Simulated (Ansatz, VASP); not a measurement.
# One calculation of SiC, two programs

The input INCAR:

```
SYSTEM = SiC
ALGO = Normal
EDIFF = 1E-6
ENCUT = 600
GGA = PE
GGA_COMPAT = .FALSE.
ISIF = 2
ISMEAR = 0
LASPH = .TRUE.
LCHARG = .FALSE.
LREAL = .FALSE.
LWAVE = .FALSE.
NBANDS = 16
NELM = 120
PREC = Accurate
SIGMA = 0.01
```

The input KPOINTS:

```
k-points
0
G
  6 6 4
  0 0 0
```

File POSCAR:

```
SiC
1.0
    3.0760000000      0.0000000000      0.0000000000
   -1.5380000000      2.6638941400      0.0000000000
    0.0000000000      0.0000000000      5.0480000000
Si C
2 2
Direct
    0.3333333300      0.6666666700      0.0000000000
    0.6666666700      0.3333333300      0.5000000000
    0.3333333300      0.6666666700      0.3850000000
    0.6666666700      0.3333333300      0.8850000000
```

Input for Ansatz:

```yaml
crystal:
  lattice:
    - [3.076, 0.0, 0.0]
    - [-1.538, 2.66389414, 0.0]
    - [0.0, 0.0, 5.048]
  atoms:
    - { symbol: Si, position: [0.3333333299999999, 0.66666667, 0.0] }
    - { symbol: Si, position: [0.66666667, 0.33333333, 0.5] }
    - { symbol: C, position: [0.3333333299999999, 0.66666667, 0.385] }
    - { symbol: C, position: [0.66666667, 0.33333333, 0.885] }
basis:
  ecutwfc: 450.0
kpoints:
  mp_grid:
    grid: [6, 6, 4]
    shift: [0.0, 0.0, 0.0]
hamiltonian:
  xc: pbe
scf:
  convergence:
    dr2_threshold: 1.0e-10
  occupations:
    method: fixed
output:
  eigenvalues: true
```

Alike in both runs: task single point; functional PBE; k mesh 6 × 6 × 4; no spin polarisation.

```csv
,VASP,Ansatz
version,VASP 6.6.1,Ansatz 0.2.0
potentials or method,"VASP PAW PBE potentials, release 64 (Si, C), cutoff 600 eV","plane waves, PAW"
occupations,"gaussian, width 0.01 eV",fixed
valence electrons in the cell,16,16
```

```tsv
	VASP	Ansatz	Ansatz less VASP
gap on the k mesh at the Fermi level (eV)	2.32	2.32	+0.003
```
